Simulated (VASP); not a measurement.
**BN: single point with BLYP**

The system is BN.

```
B N
1.0
     1.25112    0.72233    3.37293
    -1.25112    0.72233    3.37293
     0.00000   -1.44467    3.37293
B N
1 1
Direct
  0.99967 0.99967 0.99967
  0.33276 0.33276 0.33276
```

| Item | Value |
| --- | --- |
| Program | VASP 6.6.1 |
| Task | single point |
| Functional | BLYP |
| Potentials or basis | VASP PAW PBE potentials, release 64 (B, N) |
| Cutoff | 520 eV |
| k mesh | 10 × 10 × 10 |
| Occupations | gaussian, width 0.01 eV |
| Spin | no spin polarisation |

The pressure is 5.5 GPa and the band gap on the k mesh is 4.32 eV, indirect (least direct gap 4.94 eV).

Stress tensor (GPa, compression positive):
```
6.26 0.00 0.00
0.00 6.26 0.00
0.00 0.00 3.93
```

Levels at points of the mesh, in eV from the valence-band top:
| k point | band 1 | band 2 | band 3 | band 4 | band 5 | band 6 | band 7 | band 8 | band 9 |
| --- | --- | --- | --- | --- | --- | --- | --- | --- | --- |
| (0.00, 0.00, 0.00) | -17.72 | -4.17 | -1.42 | -1.42 | 5.18 | 11.72 | 11.72 | 13.08 | 14.84 |
| (0.50, 0.00, 0.00) | -14.58 | -8.90 | -4.15 | -0.62 | 5.31 | 10.04 | 13.11 | 14.99 | 20.01 |
| (0.50, 0.50, 0.00) | -14.51 | -8.78 | -4.21 | -1.19 | 4.32 | 10.05 | 14.25 | 17.53 | 20.22 |
| (0.50, 0.50, 0.50) | -17.46 | -6.12 | -1.44 | -1.44 | 10.10 | 11.65 | 11.65 | 12.32 | 16.28 |

Wall time 25 s on 1 thread of Intel(R) Xeon(R) Platinum 8488C (Sapphire Rapids) (shared host), peak memory 0.16 GiB.

Caveat: the PAW data sets were made with another functional, which shifts forces and pressure a little. As with any semilocal functional, this BLYP gap is likely too small.
